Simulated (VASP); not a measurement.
# PtSe2 (P-3m1) in VASP: single point with r2SCAN

Aim: the single point of PtSe2 with r2SCAN.

All numbers are computed with VASP 6.6.1; they aren't measurements. Logs are shortened: lines on timing, memory, paths and dates and some standing lists are left out, and cuts for length are marked.

### 1 The cell of the first run

It takes space group P-3m1 (No. 164, trigonal). Conventional cell: a = 3.792 Å, b = 3.792 Å, c = 5.738 Å, α = 90.00°, β = 90.00°, γ = 120.00°. Pt (site symmetry -3m) has 6 Se at 2.54 Å within 3.4 Å. Within 3.4 Å of Se (site symmetry 3m) lie 3 Pt at 2.54 Å and 3 Se at 3.39 Å.

### 2 Single point, r2SCAN (in-plane strain +0.02)

POSCAR reads:

```
PtSe2
1.0
    3.7924289522      0.0000000000      0.0000000000
   -1.8962144761      3.2843398147      0.0000000000
    0.0000000000      0.0000000000      5.7378352216
Pt Se
1 2
Direct
    0.0000000000      0.0000000000      0.0000000000
    0.3333333333      0.6666666667      0.2256743565
    0.6666666667      0.3333333333      0.7743256435
```

INCAR.step1 reads:

```
PREC = Accurate ; ENCUT = 550
ISMEAR = 0 ; SIGMA = 0.01
LREAL = False ; LASPH = True
NELM = 120 ; NBANDS = 18
GGA = PE ; ALGO = Normal
EDIFF = 1E-5 ; LWAVE = True
LCHARG = False ; GGA_COMPAT = False
```

INCAR.step2 reads:

```
PREC = Accurate ; ENCUT = 550
EDIFF = 1E-6 ; ISMEAR = 0
SIGMA = 0.01 ; LREAL = False
LASPH = True ; NELM = 120
ALGO = Normal ; ISIF = 2
LWAVE = False ; LCHARG = False
METAGGA = R2SCAN ; LMIXTAU = True
NBANDS = 18 ; ISTART = 1
GGA_COMPAT = False
```

KPOINTS reads:

```
Automatic mesh
0
Gamma
  8 8 6
```

Potentials or basis: VASP PAW PBE potentials, release 64 (Pt, Se).

The run is started by

```bash
$ cat potpaw_PBE.64/Pt/POTCAR potpaw_PBE.64/Se/POTCAR > POTCAR
$ cp INCAR.step1 INCAR
$ mpirun -np 1 vasp_std > vasp.out
$ cp INCAR.step2 INCAR
$ mpirun -np 1 vasp_std > vasp.out
```

OUTCAR:

```text
PREC = Accurate
   ENCUT = 550
   EDIFF = 1E-6
   ISMEAR = 0
   LREAL = False
   LASPH = True
   NELM = 120
   ISIF = 2
   METAGGA = R2SCAN
   ISTART = 1

 ion  position               nearest neighbor table
   1  0.000  0.000  0.000-   2 2.54   3 2.54   3 2.54   2 2.54   3 2.54   2 2.54
   2  0.333  0.667  0.226-   1 2.54   1 2.54   1 2.54
   3  0.667  0.333  0.774-   1 2.54   1 2.54   1 2.54

  LATTYP: Found a hexagonal cell.
 ALAT       =     3.7924289522
 C/A-ratio  =     1.5129710520

  Lattice vectors:

 A1 = (   3.7924289522,   0.0000000000,   0.0000000000)
 A2 = (  -1.8962144761,   3.2843398147,   0.0000000000)
 A3 = (   0.0000000000,   0.0000000000,   5.7378352216)

Analysis of symmetry for initial positions (statically):
=====================================================================
 Subroutine PRICEL returns:
 Original cell was already a primitive cell.

 Routine SETGRP: Setting up the symmetry group for a
 hexagonal supercell.

 Subroutine GETGRP returns: Found 12 space group operations
 (whereof 12 operations were pure point group operations)
 out of a pool of 24 trial point group operations.

The static configuration has the point symmetry D_3d.

Analysis of symmetry for dynamics (positions and initial velocities):
=====================================================================
 Subroutine PRICEL returns:
 Original cell was already a primitive cell.

 Routine SETGRP: Setting up the symmetry group for a
 hexagonal supercell.

 Subroutine GETGRP returns: Found 12 space group operations
 (whereof 12 operations were pure point group operations)
 out of a pool of 24 trial point group operations.

The dynamic configuration has the point symmetry D_3d.

 Subroutine INISYM returns: Found 12 space group operations
 (whereof 12 operations are pure point group operations),
 and found     1 'primitive' translations

----------------------------------------------------------------------------------------

                                     Primitive cell

  volume of cell :      71.4683

  direct lattice vectors                    reciprocal lattice vectors
     3.792428952  0.000000000  0.000000000     0.263683252  0.152237597  0.000000000
    -1.896214476  3.284339815  0.000000000     0.000000000  0.304475193  0.000000000
     0.000000000  0.000000000  5.737835222     0.000000000  0.000000000  0.174281756

  length of vectors
     3.792428952  3.792428952  5.737835222     0.304475193  0.304475193  0.174281756

  position of ions in fractional coordinates (direct lattice)
     0.000000000  0.000000000  0.000000000
     0.333333333  0.666666667  0.225674357
     0.666666667  0.333333333  0.774325643

  ion indices of the primitive-cell ions
   primitive index   ion index
                 1           1
                 2           2
                 3           3

----------------------------------------------------------------------------------------

 KPOINTS: Automatic mesh

Automatic generation of k-mesh.
 Grid dimensions read from file:
 generate k-points for:    8    8    6

 Generating k-lattice:

  Cartesian coordinates                     Fractional coordinates (reciprocal lattice)
     0.032960407  0.019029700  0.000000000     0.125000000 -0.000000000  0.000000000
     0.000000000  0.038059399  0.000000000     0.000000000  0.125000000  0.000000000
     0.000000000  0.000000000  0.029046959     0.000000000  0.000000000  0.166666667

  Length of vectors
     0.038059399  0.038059399  0.029046959

  Shift w.r.t. Gamma in fractional coordinates (k-lattice)
     0.000000000  0.000000000  0.000000000

 Subroutine IBZKPT returns following result:
 ===========================================

 Found     50 irreducible k-points:

 Following reciprocal coordinates:
            Coordinates               Weight
  0.000000  0.000000  0.000000      1.000000
  0.125000  0.000000  0.000000      6.000000
  0.250000  0.000000  0.000000      6.000000
  0.375000 -0.000000  0.000000      6.000000
  0.500000  0.000000  0.000000      3.000000
  0.125000  0.125000  0.000000      6.000000
[... 16 lines left out ...]
 -0.125000  0.500000  0.166667     12.000000
  0.250000  0.250000  0.166667     12.000000
 [... further k-points ...]
   k-points           NKPTS =     50   k-points in BZ     NKDIM =     50   number of bands    NBANDS=     18
   number of dos      NEDOS =    301   number of ions     NIONS =      3
   total plane-waves  NPLWV =  43200
   dimension x,y,z NGX =    30 NGY =   30 NGZ =   48
   dimension x,y,z NGXF=    60 NGYF=   60 NGZF=   96
   ions per type =               1   2
   NGX,Y,Z   is equivalent  to a cutoff of  13.15, 13.15, 13.91 a.u.
   NGXF,Y,Z  is equivalent  to a cutoff of  26.30, 26.30, 27.81 a.u.
 SYSTEM =  unknown system
   PREC   = accura    normal or accurate (medium, high low for compatibility)
   ISTART =      1    job   : 0-new  1-cont  2-samecut
   ICHARG =      0    charge: 1-file 2-atom 10-const
   ISPIN  =      1    spin polarized calculation?
   LNONCOLLINEAR =      F non collinear calculations
   LSORBIT =      F    spin-orbit coupling
   LASPH  =      T    aspherical Exc in radial PAW
   ENCUT  =  550.0 eV  40.42 Ry    6.36 a.u.   7.25  7.25 10.97*2*pi/ulx,y,z
   NELM   =    120;   NELMIN=  2; NELMDL=  0     # of ELM steps
   EDIFF  = 0.1E-05   stopping-criterion for ELM
   LREAL  =      F    real-space projection
   EDIFFG = 0.1E-04   stopping-criterion for IOM
   NSW    =      0    number of steps for IOM
   IBRION =     -1    ionic relax: 0-MD 1-quasi-New 2-CG
   NFREE  =      0    steps in history (QN), initial steepest desc. (CG)
   ISIF   =      2    stress and relaxation
   ISYM   =      2    0-nonsym 1-usesym 2-fastsym
   POTIM  = 0.5000    time-step for ionic-motion
   TEBEG  =    0.0;   TEEND  =   0.0 temperature during run
   PSTRESS=    0.0 pullay stress
   NELECT =      22.0000    total number of electrons
   NUPDOWN=      -1.0000    fix difference up-down
   EMIN   =  10.00;   EMAX   =-10.00  energy-range for DOS
   EFERMI =   0.00;   METHOD = LEGACY
   ISMEAR =     0;   SIGMA  =   0.01  broadening in eV -4-tet -1-fermi 0-gaus
   EFERMI_NEDOS =   21; number of points for ismear=-14 and -15
   IALGO  =     38    algorithm
   IMIX   =      4    mixing-type and parameters
     AMIX     =   0.40;   BMIX     =  1.00
     AMIX_MAG =   1.60;   BMIX_MAG =  1.00
  volume/ion in A,a.u.               =      23.82       160.76
  Fermi-wavevector in a.u.,A,eV,Ry     =   1.105379  2.088863 16.624450  1.221863
  Thomas-Fermi vector in A             =   2.241865
   LORBIT       =      0    0 simple, 1 ext, 2 COOP (PROOUT), +10 PAW based schemes
   METAGGA = R2SCAN    functional components
   LHFCALC =     F    Hartree Fock is set to
   AEXX    =    0.0000 exact exchange contribution
   IVDW    =     0    specifies the selected vdW correction
   LEPSILON=     F    determine dielectric tensor
   LRPA    =     F    only Hartree local field effects (RPA)
 non-spin polarized calculation
 Gauss-broadening in eV      SIGMA  =   0.01
  energy-cutoff  :      550.00
  volume of cell :       71.47
 maximum number of plane-waves:      2122
 NGX is ok and might be reduce to    30
   NGX = 15   NGY = 15   NGZ = 21

 number of electron      22.0000003 magnetization

 Free energy of the ion-electron system (eV)
  ---------------------------------------------------
  ext. energy  EPLUGINS =         0.00000000
  ---------------------------------------------------
  free energy    TOTEN  =       -81.46359801 eV

  energy without entropy =      -81.46359801  energy(sigma->0) =      -81.46359801

 E-fermi :   4.2252     XC(G=0): -10.2732

 val. band max:        4.1197065252   @ k =   0.0000   0.0000   0.0000
 cond. band min:       4.5509514379   @ k =   0.0000   0.2500   0.3333
 fundamental gap:      0.4312449127
 Fermi energy:         4.2251784015

 k-point     1 :       0.0000    0.0000    0.0000
  band No.  band energies     occupation
      1     -11.0559      2.00000
      2      -8.9426      2.00000
      3      -2.0792      2.00000
      4      -1.7514      2.00000
      5      -1.7514      2.00000
      6       0.5427      2.00000
[... 10 lines left out ...]
     17      12.2044      0.00000
     18      15.1318      0.00000

 k-point     2 :       0.1250    0.0000    0.0000
  band No.  band energies     occupation
      1     -10.8940      2.00000
      2      -8.9801      2.00000
      3      -1.9027      2.00000
      4      -1.6882      2.00000
      5      -1.6473      2.00000
      6       0.3088      2.00000
[... 10 lines left out ...]
     17      12.7691      0.00000
     18      14.5394      0.00000

 k-point     3 :       0.2500    0.0000    0.0000
  band No.  band energies     occupation
      1     -10.4549      2.00000
      2      -9.0799      2.00000
      3      -1.6636      2.00000
      4      -1.4063      2.00000
      5      -1.2863      2.00000
      6      -0.5404      2.00000
[... 10 lines left out ...]
     17      13.2290      0.00000
     18      13.4753      0.00000

 k-point     4 :       0.3750   -0.0000    0.0000
  band No.  band energies     occupation
      1      -9.8952      2.00000
      2      -9.2223      2.00000
      3      -2.1711      2.00000
      4      -1.2328      2.00000
      5      -0.8574      2.00000
      6      -0.4339      2.00000
[... 375 lines left out ...]
      4      -1.2947      2.00000
      5      -0.5563      2.00000
      6      -0.2883      2.00000
[... 10 lines left out ...]
     17      13.2321      0.00000
     18      14.1246      0.00000

 k-point    23 :      -0.1250    0.5000    0.1667
  band No.  band energies     occupation
      1      -9.6154      2.00000
      2      -9.2834      2.00000
      3      -2.4266      2.00000
      4      -1.3451      2.00000
      5      -0.7482      2.00000
      6      -0.0226      2.00000
[... 10 lines left out ...]
     17      13.7790      0.00000
     18      14.1435      0.00000

 k-point    24 :       0.2500    0.2500    0.1667
  band No.  band energies     occupation
      1      -9.6343      2.00000
      2      -9.2699      2.00000
      3      -1.9815      2.00000
      4      -1.3602      2.00000
      5      -1.0688      2.00000
      6      -0.2860      2.00000
[... 10 lines left out ...]
     17      13.4056      0.00000
     18      13.7532      0.00000

 [... further k-points ...]
[... 5 lines left out ...]
  --------------------------------------------------------------------------------------
  -------------------------------------------------------------------------------------
  Total       -1.9853758     -1.9853758     -0.7530778      0.0000000      0.0000000      0.0000000
  in kB      -44.5081648    -44.5081648    -16.8825013      0.0000000      0.0000000      0.0000000
  external PRESSURE =     -35.2996103 kB  Pullay stress =       0.0000000 kB

 VOLUME and BASIS-vectors are now :
 -----------------------------------------------------------------------------
  energy-cutoff  :      550.00
  volume of cell :       71.47
      direct lattice vectors                 reciprocal lattice vectors
     3.792428952  0.000000000  0.000000000     0.263683252  0.152237597  0.000000000
    -1.896214476  3.284339815  0.000000000     0.000000000  0.304475193  0.000000000
     0.000000000  0.000000000  5.737835222     0.000000000  0.000000000  0.174281756

 POSITION                                       TOTAL-FORCE (eV/Angst)
 -----------------------------------------------------------------------------------
      0.00000      0.00000      0.00000         0.000000      0.000000      0.000000
     -0.00000      2.18956      1.29488        -0.000000      0.000000     -0.236916
      1.89621      1.09478      4.44295        -0.000000      0.000000      0.236916
 -----------------------------------------------------------------------------------
    total drift:                                0.000000      0.000000     -0.000000

  FREE ENERGIE OF THE ION-ELECTRON SYSTEM (eV)
  ---------------------------------------------------
  free  energy   TOTEN  =       -81.4635980139 eV

  energy  without entropy=      -81.4635980139  energy(sigma->0) =      -81.46359801
```

Run time: 4 min. Hardware: 1 thread of Intel Xeon 8259CL, shared host; peak memory 0.25 GiB.

Results:

| Item | Value |
| --- | --- |
| Free energy | -81.4636 eV |
| Pressure | -3.5 GPa |
| Largest force | 0.237 eV/Å |
| Band gap on the k mesh | 0.43 eV (least direct gap 0.84 eV) |

Forces in eV/Å, atoms in the order of the input:
```
Pt   0.000  0.000  0.000
Se   0.000  0.000 -0.237
Se   0.000  0.000  0.237
```

Caveat: the cell differs from its parent crystal (in-plane strain +0.02); the cell stands under tension; the PAW data sets were made with another functional, which shifts forces and pressure a little; spin-orbit coupling is left out, which moves the levels of the heavy elements.
